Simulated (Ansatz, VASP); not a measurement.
One calculation of Mg3Te, two programs

The input INCAR:

```
SYSTEM = Mg3Te
PREC = Accurate
ENCUT = 520
EDIFF = 1E-7
ISMEAR = -1
SIGMA = 0.05
LREAL = .FALSE.
LASPH = .TRUE.
NELM = 60
ALGO = Normal
ISIF = 2
LWAVE = .FALSE.
LCHARG = .FALSE.
GGA = CA
NBANDS = 14
```

Contents of KPOINTS:

```
regular mesh
0
G
  9 9 9
  0 0 0
```

Contents of POSCAR:

```
Mg3Te
1.0
   -2.1813188878      2.1813188878      5.3860924991
    2.1813188878     -2.1813188878      5.3860924991
    2.1813188878      2.1813188878     -5.3860924991
Te Mg
1 3
Direct
    0.0000000000      0.0000000000      0.0000000000
    0.2500000000      0.7500000000      0.5000000000
    0.7500000000      0.2500000000      0.5000000000
    0.5000000000      0.5000000000      0.0000000000
```

input.yaml

```yaml
crystal:
  lattice:
    - [-2.1813188878, 2.1813188878, 5.3860924991]
    - [2.1813188878, -2.1813188878, 5.3860924991]
    - [2.1813188878, 2.1813188878, -5.3860924991]
  atoms:
    - { symbol: Te, position: [0.0, 0.0, 0.0] }
    - { symbol: Mg, position: [0.25, 0.75, 0.5] }
    - { symbol: Mg, position: [0.75, 0.25, 0.5] }
    - { symbol: Mg, position: [0.5, 0.5, 0.0] }
hamiltonian:
  xc: lda
  pseudopotentials: { kind: paw }
kpoints:
  mp_grid: { grid: [9, 9, 9] }
scf:
  occupations: { method: fermi_dirac, width: 0.05 }
output:
  forces: true
  stress: true
  eigenvalues: true
```

Alike in both runs: task single point; functional LDA; k mesh 9 × 9 × 9; occupations fermi-dirac, width 0.05 eV; no spin polarisation.

|  | VASP | Ansatz |
| --- | --- | --- |
| version | VASP 6.6.1 | Ansatz 0.2.0 |
| potentials or method | VASP PAW LDA potentials, release 64 (Te, Mg) | Ansatz PAW |
| plane-wave cutoff (eV) | 520 | 420 |
| valence electrons in the cell | 12 | 46 |

Ansatz gave:

```
gap on the k mesh at the Fermi level (eV)                     : none
pressure (GPa)                                                : -3.9
traceless stress, the component that is largest in VASP (GPa) : 0.57
```

**Question.** Estimate VASP's values.

**Answer.** gap on the k mesh at the Fermi level (eV): none; pressure (GPa): -4.2; traceless stress, the component that is largest in VASP (GPa): 0.54.

LDA's correlation is that of Perdew and Zunger in VASP and of Perdew and Wang (1992) in Ansatz. A gap of «none» marks a metal or a gap that the smearing closes. VASP's potentials hold 12 valence electrons a cell and Ansatz's 46, so a difference there can come from the potentials and not from the codes.

Neither program's run includes spin-orbit coupling.
